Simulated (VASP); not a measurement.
# SiC (pbe): relaxation of cell and atoms with PBE

The system is SiC (pbe).

```xyz
2
Lattice="0.0000 2.1770 2.1770 2.1770 0.0000 2.1770 2.1770 2.1770 0.0000" Properties=species:S:1:pos:R:3 pbc="T T T"
Si    3.2655    3.2655    3.2655
C     0.0000    0.0000    0.0000
```

```yaml
Program: VASP 6.6.1
Task: relaxation of cell and atoms
Functional: PBE
Potentials_or_basis: VASP PAW PBE potentials, release 64 (Si, C)
Cutoff: 600 eV
k_mesh: 10 × 10 × 10
Occupations: gaussian, width 0.02 eV
Spin: no spin polarisation
Dipole_correction: no
Further_INCAR_settings: ALGO = Normal; EDIFF = 1e-07; IBRION = 2; EDIFFG = -0.002; NSW = 100; ISIF = 3
```

| Property | Result |
| --- | --- |
| Relaxed volume | 10.49 Å³/atom |
| Relaxed cell | a = 3.096 Å, b = 3.096 Å, c = 3.096 Å, α = 60.00°, β = 60.00°, γ = 60.00° |
| Space group after relaxing (to 0.05 Å) | F-43m (No. 216) |
| Energy gained by relaxing | 2.0 meV/atom |
| Ionic steps | 3 |
| Pressure after relaxing | 0.0 GPa |
| Band gap on the k mesh | 1.37 eV, indirect (least direct gap 4.53 eV) |

Step by step:
```csv
step,energy change (eV),largest force (eV/Å),pressure (GPa),volume (Å³)
1,0.0000,0.0000,3.70,20.63
2,0.0002,0.0000,-3.56,21.35
3,-0.0040,0.0000,0.00,20.99
```

Final structure:
```cif
data_structure
_symmetry_space_group_name_H-M 'P 1'
_symmetry_Int_Tables_number 1
_cell_length_a 3.0961
_cell_length_b 3.0961
_cell_length_c 3.0961
_cell_angle_alpha 60.000
_cell_angle_beta 60.000
_cell_angle_gamma 60.000
_cell_volume 20.99
loop_
_atom_site_label
_atom_site_type_symbol
_atom_site_fract_x
_atom_site_fract_y
_atom_site_fract_z
_atom_site_occupancy
Si1 Si 0.75000 0.75000 0.75000 1
C1 C 0.00000 0.00000 0.00000 1
```

Levels at points of the mesh, in eV from the valence-band top:
```tsv
k point	band 1	band 2	band 3	band 4	band 5	band 6	band 7	band 8
(0.00, 0.00, 0.00)	-15.29	0.00	0.00	0.00	6.07	7.21	7.21	7.21
(0.50, 0.00, 0.00)	-11.78	-8.46	-1.05	-1.05	5.31	7.17	7.17	9.98
(0.50, 0.50, 0.00)	-10.34	-7.75	-3.16	-3.16	1.37	4.27	13.87	13.87
```

Run time: 15 s on 1 thread of AMD EPYC 9R45 96-Core Processor (Zen 5), on a shared host, peak memory 0.12 GiB.

A k mesh can miss the band edges. Expect the measured gap to be larger: semilocal functionals such as PBE lack the derivative discontinuity.
